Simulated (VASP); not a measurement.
Here is a VASP 6.6.1 calculation.

Contents of INCAR:

```
SYSTEM = Ta
PREC = Accurate
ENCUT = 520
EDIFF = 1E-7
ISMEAR = 0
SIGMA = 0.15
LREAL = .False.
LASPH = .True.
NELM = 80
ALGO = Normal
ISIF = 2
LWAVE = .False.
LCHARG = .False.
GGA = PE
NBANDS = 12
```

Contents of KPOINTS:

```
Automatic mesh
0
Gamma
  18 18 18
  0 0 0
```

The input POSCAR:

```
Ta
1.0
   -1.6138477708      1.6594835689      1.6594835689
    1.6138477708     -1.6594835689      1.6594835689
    1.6138477708      1.6594835689     -1.6594835689
Ta
1
Direct
    0.0000000000      0.0000000000      0.0000000000
```

Potentials or basis: VASP PAW PBE potentials, release 64 (Ta_pv).

Run with:

```console
$ cat potpaw_PBE.64/Ta_pv/POTCAR > POTCAR
$ mpirun -np 1 vasp_std > vasp.out
```

(1) Predict the pressure.

Results:

(1) 5.9 GPa.

Caveat: the cell differs from its parent crystal (normal strain along x -0.0275, normal strain along z +0.0000).
